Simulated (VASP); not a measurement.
A run of VASP 6.6.1:

The input INCAR:

```
  PREC = Accurate
  ENCUT = 520
  EDIFF = 1E-7
  ISMEAR = 0
  SIGMA = 0.02
  LREAL = False
  LASPH = True
  NELM = 60
  ALGO = Normal
  ISIF = 2
  LWAVE = False
  LCHARG = False
  GGA = PE
  NBANDS = 59
```

Contents of KPOINTS:

```
regular mesh
0
Gamma
  6 6 6
```

File POSCAR:

```
Ce3HfO8
1.0
    5.3738162016      0.0000000000      0.0000000000
    0.0000000000      5.3738162016      0.0000000000
    0.0000000000      0.0000000000      5.3738162016
Ce Hf O
3 1 8
Direct
    0.5000000000      0.0000000000      0.5000000000
    0.5000000000      0.5000000000      0.0000000000
    0.0000000000      0.5000000000      0.5000000000
    0.0000000000      0.0000000000      0.0000000000
    0.7575299772      0.2424700228      0.7575299772
    0.2424700228      0.2424700228      0.2424700228
    0.7575299772      0.7575299772      0.2424700228
    0.2424700228      0.7575299772      0.7575299772
    0.2424700228      0.7575299772      0.2424700228
    0.7575299772      0.7575299772      0.7575299772
    0.2424700228      0.2424700228      0.7575299772
    0.7575299772      0.2424700228      0.2424700228
```

Potentials or basis: VASP PAW PBE potentials, release 64 (Ce, Hf_pv, O).

The run is started by

```bash
$ cat potpaw_PBE.64/Ce/POTCAR potpaw_PBE.64/Hf_pv/POTCAR potpaw_PBE.64/O/POTCAR > POTCAR
$ mpirun -np 1 vasp_std > vasp.out
```

Hardware: 1 thread of Intel(R) Xeon(R) 6975P-C (Granite Rapids) (shared host).

Task: How long does it take, and how much memory?

Result: Wall time 3.9 min on 1 thread of Intel(R) Xeon(R) 6975P-C (Granite Rapids), with other jobs on the host, peak memory 0.35 GiB. Counts: scf iterations 34, k points 20.
